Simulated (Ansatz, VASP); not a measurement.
**One calculation of C, two programs**

```
C
1.0
     0.00000    1.75402    1.75402
     1.75402    0.00000    1.75402
     1.75402    1.75402    0.00000
C
2
Direct
  0.50000 0.50000 0.50000
  0.75000 0.75000 0.75000
```

Alike in both runs: task single point; functional LDA; k mesh 12 × 12 × 12; no spin polarisation.

|  | VASP | Ansatz |
| --- | --- | --- |
| version | VASP 6.6.1 | Ansatz 0.2.0 |
| potentials or method | VASP PAW LDA potentials, release 64 (C_h), cutoff 1300 eV | scalar-relativistic, plane waves, PAW |
| occupations | gaussian, width 0.01 eV | fixed |
| valence electrons in the cell | 8 | 8 |

VASP gave:

```
gap on the k mesh at the Fermi level (eV) : 4.25
least direct gap on the mesh (eV)         : 5.68
pressure (GPa)                            : 10.8
```

**Question.** Which values does Ansatz return?

**Answer.** gap on the k mesh at the Fermi level (eV): 4.25; least direct gap on the mesh (eV): 5.68; pressure (GPa): 9.8.

LDA's correlation is that of Perdew and Zunger in VASP and of Perdew and Wang (1992) in Ansatz.
